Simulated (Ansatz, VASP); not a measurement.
Two plane-wave programs on BaBCl3

```
CELL_PARAMETERS angstrom
4.15602 0.00000 0.00000
0.00000 4.15602 0.00000
0.00000 0.00000 11.06094
ATOMIC_POSITIONS crystal
Ba 0.00000 0.00000 0.00000
B 0.00000 0.00000 0.50000
Cl 0.00000 0.50000 0.17674
Cl 0.50000 0.00000 0.82326
Cl 0.50000 0.50000 0.50000
```

Alike in both runs: functional PBE; k mesh 4 × 4 × 4; occupations gaussian, width 0.1 eV; no spin polarisation.

Ansatz relaxed the structure, and its values are those at the end. VASP's run is a single point on that final structure, the one shown.

```csv
,VASP,Ansatz
version,VASP 6.6.1,Ansatz 0.2.0
potentials or method,"VASP PAW PBE potentials, release 64 (Ba_sv, B_h, Cl), cutoff 910 eV","scalar-relativistic, plane waves, PAW"
valence electrons in the cell,34,34
```

|  | VASP | Ansatz | Ansatz less VASP |
| --- | --- | --- | --- |
| gap on the k mesh at the Fermi level (eV) | 1.83 | 1.83 | +0.002 |
| least direct gap on the mesh (eV) | 1.83 | 1.83 | +0.002 |
| rms of the force components (eV/Å) | 0.050 | 0.002 | -0.0480 |

Spin-orbit coupling is off throughout.
